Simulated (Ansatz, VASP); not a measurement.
Two plane-wave programs on Sb

```xyz
4
Lattice="-3.9477 3.9477 1.9841 3.9477 -3.9477 1.9841 3.9477 3.9477 -1.9841" Properties=species:S:1:pos:R:3 pbc="T T T"
Sb    1.1943    5.1420    0.0000
Sb    2.7534    1.1943    0.0000
Sb    2.7534   -1.1943    1.9841
Sb    1.1943    2.7534    1.9841
```

Alike in both runs: task single point; functional LDA; k mesh 7 × 7 × 7; occupations fermi-dirac, width 0.05 eV; no spin polarisation.

```csv
,VASP,Ansatz
version,VASP 6.6.1,Ansatz 0.2.0
potentials or method,"VASP PAW LDA potentials, release 64 (Sb)",Ansatz PAW
plane-wave cutoff (eV),520,420
valence electrons in the cell,20,60
```

Ansatz gave:

| Item | Value |
| --- | --- |
| gap on the k mesh at the Fermi level (eV) | none |
| pressure (GPa) | 1.6 |
| traceless stress, the component that is largest in VASP (GPa) | 0.70 |
| rms of the force components (eV/Å) | 0.035 |

**Question.** Which values does VASP return?

**Answer.** gap on the k mesh at the Fermi level (eV): none; pressure (GPa): 1.8; traceless stress, the component that is largest in VASP (GPa): 0.77; rms of the force components (eV/Å): 0.034.

LDA's correlation is that of Perdew and Zunger in VASP and of Perdew and Wang (1992) in Ansatz. Atom by atom the forces differ by 0.001 eV/Å (rms over components). A gap of «none» marks a metal or a gap that the smearing closes. VASP's potentials hold 20 valence electrons a cell and Ansatz's 60, so a difference there can come from the potentials and not from the codes.

Spin-orbit coupling is off throughout.
